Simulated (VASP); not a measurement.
A run of VASP 6.6.1:

File INCAR:

```
SYSTEM = TiAl
PREC     = Accurate       ! precision mode
ENCUT    = 520            ! plane-wave cutoff, eV
EDIFF    = 1E-6           ! SCF threshold, eV
ISMEAR   = 0              ! smearing method
SIGMA    = 0.15           ! smearing width, eV
LREAL    = .FALSE.        ! projectors in reciprocal space
LASPH    = .TRUE.         ! aspherical terms in the spheres
NELM     = 80             ! most SCF steps
ALGO     = Normal         ! electronic algorithm
ISIF     = 2              ! what is computed and relaxed
LWAVE    = .FALSE.        ! write WAVECAR
LCHARG   = .TRUE.         ! write CHGCAR
GGA      = PE             ! functional
LELF     = .TRUE.         ! ELF
LVHAR    = .TRUE.       
NBANDS   = 14             ! bands
```

The input KPOINTS:

```
Automatic mesh
0
G
  18 18 10
  0 0 0
```

POSCAR

```
TiAl
1.0
    2.9170000000      0.0000000000      0.0000000000
   -1.4585000000      2.5261961028      0.0000000000
    0.0000000000      0.0000000000      4.2301000000
Ti Al
1 1
Direct
    0.0000000000      0.0000000000      0.0000000000
    0.3333333333      0.6666666667      0.5000000000
```

Potentials or basis: VASP PAW PBE potentials, release 64 (Ti_sv, Al).

Command:

```console
$ cat potpaw_PBE.64/Ti_sv/POTCAR potpaw_PBE.64/Al/POTCAR > POTCAR
$ mpirun -np 1 vasp_std > vasp.out
```

Hardware: 1 thread of AMD EPYC 9R45 96-Core Processor (Zen 5), with other jobs on the host.

How long does it take, and how much memory?

Run time: 44 s on 1 thread of AMD EPYC 9R45 96-Core Processor (Zen 5) (shared host), peak memory 0.2 GiB. Counts: scf iterations 15, k points 222.
